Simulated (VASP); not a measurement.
Input of a VASP 6.6.1 run:

INCAR

```
SYSTEM = SiC
ALGO = Normal
EDIFF = 1E-7
ENCUT = 520
GGA = PE
ISIF = 2
ISMEAR = -1
LASPH = .True.
LCHARG = .False.
LREAL = .False.
LWAVE = .False.
NBANDS = 36
NELM = 60
PREC = Accurate
SIGMA = 0.02
```

KPOINTS

```
k-points
0
Gamma
  10 10 2
  0 0 0
```

POSCAR

```
SiC
1.0
    1.5389000000     -2.6675000000      0.0000000000
    1.5389000000      2.6675000000      0.0000000000
    0.0000000000      0.0000000000     15.1219000000
Si C
6 6
Direct
    0.1666620629      0.8333379371      0.8577214520
    0.8333379371      0.1666620629      0.3577214520
    0.5001149255      0.4998850745      0.5245066742
    0.4998850745      0.5001149255      0.0245066742
    0.8334420064      0.1665579936      0.6912249935
    0.1665579936      0.8334420064      0.1912249935
    0.5001800041      0.4998199959      0.6498136389
    0.4998199959      0.5001800041      0.1498136389
    0.1666200943      0.8333799057      0.9826819952
    0.8333799057      0.1666200943      0.4826819952
    0.8333969748      0.1666030252      0.8161912462
    0.1666030252      0.8333969748      0.3161912462
```

Potentials or basis: VASP PAW PBE potentials, release 64 (Si, C).

Command:

```bash
$ cat potpaw_PBE.64/Si/POTCAR potpaw_PBE.64/C/POTCAR > POTCAR
$ mpirun -np 1 vasp_std > vasp.out
```

Q: What does it give for the band gap on the k mesh?

A: 2.02 eV, indirect (least direct gap 3.12 eV).

Q: Estimate the pressure.

A: 3.2 GPa.

Stress tensor (GPa, compression positive):
```
3.46 0.00 0.00
0.00 3.17 0.00
0.00 0.00 2.83
```

A k mesh can miss the band edges. A hybrid or GW would open this gap; PBE tends to underestimate it.
